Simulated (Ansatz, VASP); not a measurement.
# Two plane-wave programs on CdF2

The input INCAR:

```
ALGO = Normal
EDIFF = 1E-8
ENCUT = 520
GGA = PE
ISIF = 2
ISMEAR = -1
LASPH = T
LCHARG = F
LEFG = T
LREAL = F
LWAVE = F
NBANDS = 20
NELM = 80
PREC = Accurate
SIGMA = 0.05
```

The input KPOINTS:

```
k-points
0
Gamma
  13 13 7
```

Contents of POSCAR:

```
CdF2
1.0
    3.5533765355      0.0000000000      0.0000000000
   -1.7766882678      3.0773143490      0.0000000000
    0.0000000000      0.0000000000      4.9659492844
Cd F
1 2
Direct
    0.0000000000      0.0000000000      0.0000000000
    0.3333333333      0.6666666667      0.2003368176
    0.6666666667      0.3333333333      0.7996631824
```

Input for Ansatz:

```yaml
crystal:
  lattice:
    - [3.5533765355, 0.0, 0.0]
    - [-1.7766882678, 3.077314349, 0.0]
    - [0.0, 0.0, 4.9659492844]
  atoms:
    - { symbol: Cd, position: [0.0, 0.0, 0.0] }
    - { symbol: F, position: [0.3333333333, 0.6666666667, 0.2003368176] }
    - { symbol: F, position: [0.6666666667, 0.3333333333, 0.7996631824] }
kpoints:
  mp_grid: { grid: [13, 13, 7] }
  band_path:
    path:
      - [0.0, 0.0, 0.0]
      - [0.5, 0.0, 0.0]
      - [0.3333333333, 0.3333333333, 0.0]
      - [0.0, 0.0, 0.0]
      - [0.0, 0.0, 0.5]
      - [0.5, 0.0, 0.5]
      - [0.3333333333, 0.3333333333, 0.5]
      - [0.0, 0.0, 0.5]
      - [0.5, 0.0, 0.5]
    npoints: 8
scf:
  occupations: { method: fermi_dirac, width: 0.05 }
hamiltonian:
  xc: pbe
  pseudopotentials: { kind: paw }
output:
  forces: true
  stress: true
  eigenvalues: true
  efg: { contact_densities: true }
  populations: true
  bader: true
  dos: { projected: true, de: 0.2, e_range: [-14, 8] }
```

Alike in both runs: task electric field gradients; functional PBE; k mesh 13 × 13 × 7; occupations fermi-dirac, width 0.05 eV; no spin polarisation.

|  | VASP | Ansatz |
| --- | --- | --- |
| version | VASP 6.6.1 | Ansatz 0.2.0 |
| potentials or method | VASP PAW PBE potentials, release 64 (Cd, F) | PAW with Ansatz's default frozen-core files, scalar-relativistic |
| plane-wave cutoff (eV) | 520 | 420 |
| valence electrons in the cell | 26 | 34 |

```tsv
	VASP	Ansatz	Ansatz less VASP
gap on the k mesh at the Fermi level (eV)	3.41	3.43	+0.028
pressure (GPa)	0.6	0.0	-0.55
traceless stress, the component that is largest in VASP (GPa)	-0.38	0.03	+0.413
rms of the force components (eV/Å)	0.032	0.000	-0.0316
size of Vzz on the site where it differs most (V/Å²)	85.6	89.8	+4.25
```

Atom by atom the forces differ by 0.032 eV/Å (rms over components). VASP's potentials hold 26 valence electrons a cell and Ansatz's 34, so a difference there can come from the potentials and not from the codes.
